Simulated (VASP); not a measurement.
# Nb (Fm-3m) in VASP: notebook, part 2 of 2

VASP 6.6.1. The steps go on from the part before.

### 3 Electric field gradients, LDA (volume scaled by 0.99)

INCAR reads:

```
ALGO = Normal
EDIFF = 1E-8
ENCUT = 520
GGA = CA
ISIF = 2
ISMEAR = -1
LASPH = T
LCHARG = F
LEFG = T
LREAL = F
LWAVE = F
NBANDS = 12
NELM = 60
PREC = Accurate
SIGMA = 0.03
```

KPOINTS reads:

```
k-points
0
Gamma
  13 13 13
```

POSCAR reads:

```
Nb
1.0
    0.0000000000      2.1079263686      2.1079263686
    2.1079263686      0.0000000000      2.1079263686
    2.1079263686      2.1079263686      0.0000000000
Nb
1
Direct
    0.0000000000      0.0000000000      0.0000000000
```

Potentials or basis: VASP PAW LDA potentials, release 64 (Nb_sv).

The run is started by

```console
$ cat potpaw_LDA.64/Nb_sv/POTCAR > POTCAR
$ mpirun -np 1 vasp_std > vasp.out
```

OUTCAR:

```text
EDIFF = 1E-8
   ENCUT = 520
   GGA = CA
   ISIF = 2
   ISMEAR = -1
   LASPH = T
   LREAL = F
   NELM = 60
   PREC = Accurate

 ion  position               nearest neighbor table
   1  0.000  0.000  0.000-

  LATTYP: Found a face centered cubic cell.
 ALAT       =     4.2158527372

  Lattice vectors:

 A1 = (   0.0000000000,   2.1079263686,   2.1079263686)
 A2 = (   2.1079263686,   0.0000000000,   2.1079263686)
 A3 = (   2.1079263686,   2.1079263686,   0.0000000000)

Analysis of symmetry for initial positions (statically):
=====================================================================
 Subroutine PRICEL returns:
 Original cell was already a primitive cell.

 Routine SETGRP: Setting up the symmetry group for a
 face centered cubic supercell.

 Subroutine GETGRP returns: Found 48 space group operations
 (whereof 48 operations were pure point group operations)
 out of a pool of 48 trial point group operations.

The static configuration has the point symmetry O_h .

Analysis of symmetry for dynamics (positions and initial velocities):
=====================================================================
 Subroutine PRICEL returns:
 Original cell was already a primitive cell.

 Routine SETGRP: Setting up the symmetry group for a
 face centered cubic supercell.

 Subroutine GETGRP returns: Found 48 space group operations
 (whereof 48 operations were pure point group operations)
 out of a pool of 48 trial point group operations.

The dynamic configuration has the point symmetry O_h .

 Subroutine INISYM returns: Found 48 space group operations
 (whereof 48 operations are pure point group operations),
 and found     1 'primitive' translations

----------------------------------------------------------------------------------------

                                     Primitive cell

  volume of cell :      18.7325

  direct lattice vectors                    reciprocal lattice vectors
     0.000000000  2.107926369  2.107926369    -0.237199936  0.237199936  0.237199936
     2.107926369  0.000000000  2.107926369     0.237199936 -0.237199936  0.237199936
     2.107926369  2.107926369  0.000000000     0.237199936  0.237199936 -0.237199936

  length of vectors
     2.981058059  2.981058059  2.981058059     0.410842341  0.410842341  0.410842341

  position of ions in fractional coordinates (direct lattice)
     0.000000000  0.000000000  0.000000000

  ion indices of the primitive-cell ions
   primitive index   ion index
                 1           1

----------------------------------------------------------------------------------------

 KPOINTS: k-points

Automatic generation of k-mesh.
 Grid dimensions read from file:
 generate k-points for:   13   13   13

 Generating k-lattice:

  Cartesian coordinates                     Fractional coordinates (reciprocal lattice)
[... 64 lines left out ...]
   IBRION =     -1    ionic relax: 0-MD 1-quasi-New 2-CG
   NFREE  =      0    steps in history (QN), initial steepest desc. (CG)
   ISIF   =      2    stress and relaxation
   ISYM   =      2    0-nonsym 1-usesym 2-fastsym
   POTIM  = 0.5000    time-step for ionic-motion
   TEBEG  =    0.0;   TEEND  =   0.0 temperature during run
   PSTRESS=    0.0 pullay stress
   NELECT =      13.0000    total number of electrons
   NUPDOWN=      -1.0000    fix difference up-down
   EMIN   =  10.00;   EMAX   =-10.00  energy-range for DOS
   EFERMI =   0.00;   METHOD = LEGACY
   ISMEAR =    -1;   SIGMA  =   0.03  broadening in eV -4-tet -1-fermi 0-gaus
   EFERMI_NEDOS =   21; number of points for ismear=-14 and -15
   IALGO  =     38    algorithm
   IMIX   =      4    mixing-type and parameters
     AMIX     =   0.40;   BMIX     =  1.00
     AMIX_MAG =   1.60;   BMIX_MAG =  1.00
  volume/ion in A,a.u.               =      18.73       126.41
  Fermi-wavevector in a.u.,A,eV,Ry     =   1.449408  2.738983 28.582877  2.100782
  Thomas-Fermi vector in A             =   2.567138
   LORBIT       =      0    0 simple, 1 ext, 2 COOP (PROOUT), +10 PAW based schemes
   GGA     = CA    functional components
   LHFCALC =     F    Hartree Fock is set to
   AEXX    =    0.0000 exact exchange contribution
   IVDW    =     0    specifies the selected vdW correction
   LEPSILON=     F    determine dielectric tensor
   LRPA    =     F    only Hartree local field effects (RPA)
 non-spin polarized calculation
  energy-cutoff  :      520.00
  volume of cell :       18.73
 maximum number of plane-waves:       531
 NGX is ok and might be reduce to    24
   NGX = 11   NGY = 11   NGZ = 11

 number of electron      13.0000001 magnetization

 Free energy of the ion-electron system (eV)
  ---------------------------------------------------
  ext. energy  EPLUGINS =         0.00000000
  ---------------------------------------------------
  free energy    TOTEN  =       -10.86104175 eV

  energy without entropy =      -10.85594942  energy(sigma->0) =      -10.85849559

 E-fermi :  10.7691     XC(G=0): -12.5178

 val. band max:       10.7515447566   @ k =  -0.4615   0.2308   0.0000
 cond. band min:      10.7732637213   @ k =   0.3846   0.2308   0.0000
 fundamental gap:      0.0217189647
 Fermi energy:        10.7690984238

 k-point     1 :       0.0000    0.0000    0.0000
  band No.  band energies     occupation
      1     -43.6904      2.00000
      2     -19.2287      2.00000
      3     -19.2287      2.00000
      4     -19.2287      2.00000
      5       4.5909      2.00000
      6      10.8752      0.05662
      7      10.8752      0.05662
      8      10.8752      0.05662
      9      13.4531      0.00000
     10      13.4531      0.00000
     11      22.6756      0.00000
     12      27.3878      0.00000
[... 331 lines left out ...]
 k-point    24 :       0.4615    0.1538    0.0000
  band No.  band energies     occupation
      1     -43.4858      2.00000
      2     -20.2910      2.00000
      3     -19.5232      2.00000
      4     -19.4499      2.00000
      5       7.5866      2.00000
      6       9.7716      2.00000
      7      10.7817      0.79348
      8      11.5069      0.00000
      9      15.5288      0.00000
     10      15.9650      0.00000
     11      21.5486      0.00000
     12      24.3727      0.00000

 [... further k-points ...]
[... 5 lines left out ...]
  --------------------------------------------------------------------------------------
  -------------------------------------------------------------------------------------
  Total       -1.0431343     -1.0431343     -1.0431343      0.0000000     -0.0000000      0.0000000
  in kB      -89.2184149    -89.2184149    -89.2184149      0.0000000     -0.0000000      0.0000000
  external PRESSURE =     -89.2184149 kB  Pullay stress =       0.0000000 kB

 VOLUME and BASIS-vectors are now :
 -----------------------------------------------------------------------------
  energy-cutoff  :      520.00
  volume of cell :       18.73
      direct lattice vectors                 reciprocal lattice vectors
     0.000000000  2.107926369  2.107926369    -0.237199936  0.237199936  0.237199936
     2.107926369  0.000000000  2.107926369     0.237199936 -0.237199936  0.237199936
     2.107926369  2.107926369  0.000000000     0.237199936  0.237199936 -0.237199936

 POSITION                                       TOTAL-FORCE (eV/Angst)
 -----------------------------------------------------------------------------------
      0.00000      0.00000      0.00000         0.000000     -0.000000     -0.000000
 -----------------------------------------------------------------------------------
    total drift:                               -0.000000     -0.000000      0.000000

  FREE ENERGIE OF THE ION-ELECTRON SYSTEM (eV)
  ---------------------------------------------------
  free  energy   TOTEN  =       -10.8610417547 eV

  energy  without entropy=      -10.8559494182  energy(sigma->0) =      -10.85849559

 Electric field gradients (V/A^2)
---------------------------------------------------------------------
 ion       V_xx      V_yy      V_zz      V_xy      V_xz      V_yz
---------------------------------------------------------------------
   1      -0.000     0.000     0.000    -0.000    -0.000    -0.000
---------------------------------------------------------------------

 Electric field gradients after diagonalization (V/A^2)
 (convention: |V_zz| > |V_xx| > |V_yy|)
----------------------------------------------------------------------
 ion       V_xx      V_yy      V_zz     asymmetry (V_yy - V_xx)/ V_zz
----------------------------------------------------------------------
   1       0.000     0.000    -0.000       0.000
----------------------------------------------------------------------

           NMR quadrupolar parameters

 Cq : quadrupolar parameter    Cq=e*Q*V_zz/h
 eta: asymmetry parameters     (V_yy - V_xx)/ V_zz
 Q  : nuclear electric quadrupole moment in mb (millibarn)
----------------------------------------------------------------------
 ion       Cq(MHz)       eta       Q (mb)
----------------------------------------------------------------------
   1      -0.000       0.000       1.000
----------------------------------------------------------------------
```

It took 30 s on 1 thread of Intel Xeon 8259CL, shared host; peak memory 0.14 GiB.

Results:

```yaml
Free_energy: -10.8610 eV
Pressure: -8.9 GPa
```

Levels at points of the mesh, in eV from the Fermi level:
| k point | band 2 | band 3 | band 4 | band 5 | band 6 | band 7 | band 8 | band 9 | band 10 | band 11 |
| --- | --- | --- | --- | --- | --- | --- | --- | --- | --- | --- |
| (0.00, 0.00, 0.00) | -30.00 | -30.00 | -30.00 | -6.18 | 0.11 | 0.11 | 0.11 | 2.68 | 2.68 | 11.91 |

Caveat: without QUAD_EFG the Cq values of the log hold for a quadrupole moment of 1 mb, not for the nuclei.

### 4 Electric field gradients, LDA (volume scaled by 1.02)

INCAR reads:

```
PREC     = Accurate       # precision mode
ENCUT    = 520            # plane-wave cutoff, eV
EDIFF    = 1E-8           # SCF threshold, eV
ISMEAR   = -1             # smearing method
SIGMA    = 0.03           # smearing width, eV
LREAL    = F              # projectors in reciprocal space
LASPH    = T              # aspherical terms in the spheres
NELM     = 80             # most SCF steps
ALGO     = Normal         # electronic algorithm
ISIF     = 2              # what is computed and relaxed
LWAVE    = F              # write WAVECAR
LCHARG   = F              # write CHGCAR
LEFG     = T            
NBANDS   = 12             # bands
```

KPOINTS reads:

```
regular mesh
0
Gamma
  13 13 13
```

POSCAR reads:

```
Nb
1.0
    0.0000000000      2.1290070307      2.1290070307
    2.1290070307      0.0000000000      2.1290070307
    2.1290070307      2.1290070307      0.0000000000
Nb
1
Direct
    0.0000000000      0.0000000000      0.0000000000
```

Potentials or basis: VASP PAW LDA potentials, release 64 (Nb_sv).

The run is started by

```console
$ cat potpaw_LDA.64/Nb_sv/POTCAR > POTCAR
$ mpirun -np 1 vasp_std > vasp.out
```

OUTCAR:

```text
PREC = Accurate
   ENCUT = 520
   EDIFF = 1E-8
   ISMEAR = -1
   LREAL = F
   LASPH = T
   NELM = 80
   ISIF = 2

 ion  position               nearest neighbor table
   1  0.000  0.000  0.000-

  LATTYP: Found a face centered cubic cell.
 ALAT       =     4.2580140614

  Lattice vectors:

 A1 = (   0.0000000000,   2.1290070307,   2.1290070307)
 A2 = (   2.1290070307,   0.0000000000,   2.1290070307)
 A3 = (   2.1290070307,   2.1290070307,   0.0000000000)

Analysis of symmetry for initial positions (statically):
=====================================================================
 Subroutine PRICEL returns:
 Original cell was already a primitive cell.

 Routine SETGRP: Setting up the symmetry group for a
 face centered cubic supercell.

 Subroutine GETGRP returns: Found 48 space group operations
 (whereof 48 operations were pure point group operations)
 out of a pool of 48 trial point group operations.

[... 538 lines left out ...]
 VOLUME and BASIS-vectors are now :
 -----------------------------------------------------------------------------
  energy-cutoff  :      520.00
  volume of cell :       19.30
      direct lattice vectors                 reciprocal lattice vectors
     0.000000000  2.129007031  2.129007031    -0.234851268  0.234851268  0.234851268
     2.129007031  0.000000000  2.129007031     0.234851268 -0.234851268  0.234851268
     2.129007031  2.129007031  0.000000000     0.234851268  0.234851268 -0.234851268

 POSITION                                       TOTAL-FORCE (eV/Angst)
 -----------------------------------------------------------------------------------
      0.00000      0.00000      0.00000         0.000000     -0.000000      0.000000
 -----------------------------------------------------------------------------------
    total drift:                               -0.000000      0.000000      0.000000

  FREE ENERGIE OF THE ION-ELECTRON SYSTEM (eV)
  ---------------------------------------------------
  free  energy   TOTEN  =       -10.8220248074 eV

  energy  without entropy=      -10.8166649239  energy(sigma->0) =      -10.81934487

 Electric field gradients (V/A^2)
---------------------------------------------------------------------
 ion       V_xx      V_yy      V_zz      V_xy      V_xz      V_yz
---------------------------------------------------------------------
   1      -0.000    -0.000     0.000     0.000     0.000     0.000
---------------------------------------------------------------------

 Electric field gradients after diagonalization (V/A^2)
 (convention: |V_zz| > |V_xx| > |V_yy|)
----------------------------------------------------------------------
 ion       V_xx      V_yy      V_zz     asymmetry (V_yy - V_xx)/ V_zz
----------------------------------------------------------------------
   1      -0.000    -0.000     0.000       0.000
----------------------------------------------------------------------

           NMR quadrupolar parameters

 Cq : quadrupolar parameter    Cq=e*Q*V_zz/h
 eta: asymmetry parameters     (V_yy - V_xx)/ V_zz
 Q  : nuclear electric quadrupole moment in mb (millibarn)
----------------------------------------------------------------------
 ion       Cq(MHz)       eta       Q (mb)
----------------------------------------------------------------------
   1       0.000       0.000       1.000
----------------------------------------------------------------------
```

stdout:

```text
POSCAR found type information on POSCAR Nb
 POSCAR found :  1 types and       1 ions
 scaLAPACK will be used
 LDA part: xc-table for (Slater(with rela. corr.)+CA(PZ))
 , standard interpolation
 POSCAR, INCAR and KPOINTS ok, starting setup
 FFT: planning ... GRIDC
 FFT: planning ... GRID_SOFT
 FFT: planning ... GRID
 WAVECAR not read
 entering main loop
ion   1
```

Run time: 34 s. Hardware: 1 thread of Intel Xeon 8259CL, shared host; peak memory 0.13 GiB.

What came out:

| Item | Value |
| --- | --- |
| Free energy | -10.8220 eV |
| Pressure | -13.2 GPa |

Levels at points of the mesh, in eV from the Fermi level:
| k point | band 2 | band 3 | band 4 | band 5 | band 6 | band 7 | band 8 | band 9 | band 10 | band 11 |
| --- | --- | --- | --- | --- | --- | --- | --- | --- | --- | --- |
| (0.00, 0.00, 0.00) | -30.08 | -30.08 | -30.08 | -6.10 | 0.13 | 0.13 | 0.13 | 2.60 | 2.60 | 11.88 |

Caveat: without QUAD_EFG the Cq values of the log hold for a quadrupole moment of 1 mb, not for the nuclei.
